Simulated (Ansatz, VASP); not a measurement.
Two plane-wave programs on P

Contents of POSCAR:

```
P
1.0
    4.3314450751      0.0000000000      0.0000000000
    0.0000000000      4.3314450751      0.0000000000
    0.0000000000      0.0000000000      4.2604608539
P
1
Direct
    0.0000000000      0.0000000000      0.0000000000
```

Contents of INCAR.step1:

```
SYSTEM = P
ALGO = Normal
EDIFF = 1E-4
ENCUT = 520
GGA = PE
ISMEAR = 0
LASPH = .True.
LCHARG = .False.
LREAL = .False.
LWAVE = .True.
NBANDS = 8
NELM = 80
PREC = Accurate
SIGMA = 0.15
```

Contents of INCAR.step2:

```
SYSTEM = P
ALGO = Normal
EDIFF = 1E-6
ENCUT = 520
ISIF = 2
ISMEAR = 0
ISTART = 1
LASPH = .True.
LCHARG = .False.
LMIXTAU = .True.
LREAL = .False.
LWAVE = .False.
METAGGA = R2SCAN
NBANDS = 8
NELM = 80
PREC = Accurate
SIGMA = 0.15
```

Contents of KPOINTS:

```
k-points
0
Gamma
  12 12 12
  0 0 0
```

Input for Ansatz:

```yaml
crystal:
  lattice:
    - [4.3314450751, 0.0, 0.0]
    - [0.0, 4.3314450751, 0.0]
    - [0.0, 0.0, 4.2604608539]
  atoms:
    - { symbol: P, position: [0.0, 0.0, 0.0] }
basis:
  ecutwfc: 500
kpoints:
  mp_grid: { grid: [12, 12, 12] }
hamiltonian:
  xc: r2scan
scf:
  occupations: { method: gaussian, width: 0.15 }
output:
  forces: true
  stress: true
  eigenvalues: true
```

Alike in both runs: task single point; functional r2SCAN; k mesh 12 × 12 × 12; occupations gaussian, width 0.15 eV; no spin polarisation.

|  | VASP | Ansatz |
| --- | --- | --- |
| version | VASP 6.6.1 | Ansatz 0.2.0 |
| potentials or method | VASP PAW PBE potentials, release 64 (P), cutoff 520 eV | scalar-relativistic, plane waves, PAW |
| valence electrons in the cell | 5 | 5 |

```tsv
	VASP	Ansatz	Ansatz less VASP
gap on the k mesh at the Fermi level (eV)	none	none	-
pressure (GPa)	-4.0	-4.0	+0.01
traceless stress, the component that is largest in VASP (GPa)	-0.18	-0.18	0.000
```

VASP's potentials were made for PBE, not for r2SCAN. A gap of «none» marks a metal or a gap that the smearing closes. The functional is the same, so the differences come from potentials, cutoffs and numerics.
